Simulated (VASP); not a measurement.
Runs of VASP 6.6.1 on SnO2. The structure is that of space group I4_1/amd (No. 141), or close to it. The cells are those of the table. 

```tsv
task	cell	cutoff (eV)	gap on the mesh (eV)	pressure (GPa)	largest force (eV/Å)
single point	a = 5.921 Å, angles 140.0, 140.0, 57.9°, 6 atoms	520	1.31	0.5	0.03
relaxation of shape and atoms at fixed volume	relaxed from a = 5.861 Å, angles 140.0, 140.0, 57.9°, 6 atoms	600	(a)	4.9	0.01
single point	a = 5.985 Å, angles 140.0, 140.0, 57.8°, 6 atoms	520	1.06	(b)	0.03
single point	a = 5.847 Å, angles 139.8, 139.8, 58.2°, 6 atoms	520	(c)	5.1	0.03
relaxation of cell and atoms	relaxed from a = 5.853 Å, angles 140.0, 140.0, 57.8°, 6 atoms	600	1.28	0.0	-
```

Alike in all rows: level PBE; potentials or basis VASP PAW PBE potentials, release 64 (Sn_d, O); no spin polarisation; k mesh 10 × 10 × 10; smearing gaussian 0.02 eV.

**Question.** Fill in the values left out.

**Answer.** (a) 1.57; (b) -3.3; (c) 1.58.

Caveats: spin-orbit coupling is left out, which moves the levels of the heavy elements.

A k mesh can miss the band edges, and the runs leave out spin-orbit coupling on Sn.
